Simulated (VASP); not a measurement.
Set up this calculation in VASP 6.6.1, as the native input.

* Task: single point
* Functional: r2SCAN
* Potentials or basis: VASP PAW PBE potentials, release 64 (Ca_sv, S)
* Cutoff: 550 eV
* k mesh: 4 × 4 × 4
* Occupations: gaussian, width 0.01 eV
* Spin: no spin polarisation
* Dipole correction: no
* Further INCAR settings: ALGO = Normal; EDIFF = 1e-06; NBANDS = 15

CaS:

```
CELL_PARAMETERS angstrom
0.00000 2.84795 2.84795
2.84795 0.00000 2.84795
2.84795 2.84795 0.00000
ATOMIC_POSITIONS crystal
Ca 0.00000 0.00000 0.00000
S 0.50000 0.50000 0.50000
```

One way to write it, as run:

POSCAR

```
CaS
1.0
    0.0000000000      2.8479451014      2.8479451014
    2.8479451014      0.0000000000      2.8479451014
    2.8479451014      2.8479451014      0.0000000000
Ca S
1 1
Direct
    0.0000000000      0.0000000000      0.0000000000
    0.5000000000      0.5000000000      0.5000000000
```

INCAR.step1

```
SYSTEM = CaS
PREC     = Accurate       ! precision mode
ENCUT    = 550            ! plane-wave cutoff, eV
ISMEAR   = 0              ! smearing method
SIGMA    = 0.01           ! smearing width, eV
LREAL    = .FALSE.        ! projectors in reciprocal space
LASPH    = .TRUE.         ! aspherical terms in the spheres
NELM     = 120            ! most SCF steps
NBANDS   = 15             ! bands
GGA      = PE             ! functional
ALGO     = Normal         ! electronic algorithm
EDIFF    = 1E-5           ! SCF threshold, eV
LWAVE    = .TRUE.         ! write WAVECAR
LCHARG   = .FALSE.        ! write CHGCAR
GGA_COMPAT= .FALSE.
```

INCAR.step2

```
SYSTEM = CaS
PREC     = Accurate       ! precision mode
ENCUT    = 550            ! plane-wave cutoff, eV
EDIFF    = 1E-6           ! SCF threshold, eV
ISMEAR   = 0              ! smearing method
SIGMA    = 0.01           ! smearing width, eV
LREAL    = .FALSE.        ! projectors in reciprocal space
LASPH    = .TRUE.         ! aspherical terms in the spheres
NELM     = 120            ! most SCF steps
ALGO     = Normal         ! electronic algorithm
ISIF     = 2              ! what is computed and relaxed
LWAVE    = .FALSE.        ! write WAVECAR
LCHARG   = .FALSE.        ! write CHGCAR
METAGGA  = R2SCAN         ! meta-GGA
LMIXTAU  = .TRUE.       
NBANDS   = 15             ! bands
ISTART   = 1            
GGA_COMPAT= .FALSE.
```

KPOINTS

```
regular mesh
0
G
  4 4 4
  0 0 0
```

Potentials or basis: VASP PAW PBE potentials, release 64 (Ca_sv, S).

Command:

```console
$ cat potpaw_PBE.64/Ca_sv/POTCAR potpaw_PBE.64/S/POTCAR > POTCAR
$ cp INCAR.step1 INCAR
$ mpirun -np 1 vasp_std > vasp.out
$ cp INCAR.step2 INCAR
$ mpirun -np 1 vasp_std > vasp.out
```

It gave:

```json
{"Pressure": "0.4 GPa", "Band gap on the k mesh": "2.80 eV, indirect (least direct gap 3.62 eV)"}
```

Caveat: the k points lie up to 0.48 Å⁻¹ apart; the PAW data sets were made with another functional, which shifts forces and pressure a little.

It took 64 s on 1 thread of AMD EPYC 7R13 (shared host), peak memory 0.16 GiB.
